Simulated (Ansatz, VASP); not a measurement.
Two plane-wave programs on CaO

```
Ca O
1.0
     0.00000    2.36502    2.36502
     2.36502    0.00000    2.36502
     2.36502    2.36502    0.00000
Ca O
1 1
Direct
  0.50000 0.50000 0.50000
  0.00000 0.00000 0.00000
```

Alike in both runs: task single point; functional r2SCAN; k mesh 8 × 8 × 8; occupations gaussian, width 0.05 eV; no spin polarisation.

|  | VASP | Ansatz |
| --- | --- | --- |
| version | VASP 6.6.1 | Ansatz 0.2.0 |
| potentials or method | VASP PAW PBE potentials, release 64 (Ca_sv, O_h), cutoff 1480 eV | scalar-relativistic, plane waves, PAW |
| valence electrons in the cell | 16 | 16 |

|  | VASP | Ansatz | Ansatz less VASP |
| --- | --- | --- | --- |
| gap on the k mesh at the Fermi level (eV) | 4.18 | 4.19 | +0.009 |
| least direct gap on the mesh (eV) | 4.54 | 4.55 | +0.012 |
| pressure (GPa) | 6.4 | 5.2 | -1.17 |

VASP's potentials were made for PBE, not for r2SCAN.
